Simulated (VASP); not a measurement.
Here is a VASP 6.6.1 calculation.

File POSCAR:

```
GaN
1.0
    0.0000000000      2.2489525415      2.2489525415
    2.2489525415      0.0000000000      2.2489525415
    2.2489525415      2.2489525415      0.0000000000
Ga N
1 1
Direct
    0.0000000000      0.0000000000      0.0000000000
    0.2500000000      0.2500000000      0.2500000000
```

Contents of INCAR.step1:

```
SYSTEM = GaN
  PREC = Accurate
  ENCUT = 520
  ISMEAR = 0
  SIGMA = 0.01
  LREAL = .FALSE.
  LASPH = .TRUE.
  NELM = 100
  NBANDS = 16
  GGA = PE
  ALGO = Normal
  EDIFF = 1E-4
  LWAVE = .TRUE.
  LCHARG = .FALSE.
```

INCAR.step2

```
SYSTEM = GaN
  PREC = Accurate
  ENCUT = 520
  EDIFF = 1E-6
  ISMEAR = 0
  SIGMA = 0.01
  LREAL = .FALSE.
  LASPH = .TRUE.
  NELM = 100
  ALGO = Normal
  ISIF = 2
  LWAVE = .FALSE.
  LCHARG = .TRUE.
  METAGGA = R2SCAN
  LMIXTAU = .TRUE.
  LELF = .TRUE.
  LVHAR = .TRUE.
  NBANDS = 16
  ISTART = 1
```

File KPOINTS:

```
Automatic mesh
0
G
  8 8 8
  0 0 0
```

Potentials or basis: VASP PAW PBE potentials, release 64 (Ga_d, N).

The run is started by

```sh
$ cat potpaw_PBE.64/Ga_d/POTCAR potpaw_PBE.64/N/POTCAR > POTCAR
$ cp INCAR.step1 INCAR
$ mpirun -np 1 vasp_std > vasp.out
$ cp INCAR.step2 INCAR
$ mpirun -np 1 vasp_std > vasp.out
```

(1) What does it give for the band gap on the k mesh?

(2) Predict the pressure.

Results:

(1) 2.16 eV, direct.

(2) 1.1 GPa.

Caveat: the PAW data sets were made with another functional, which shifts forces and pressure a little.
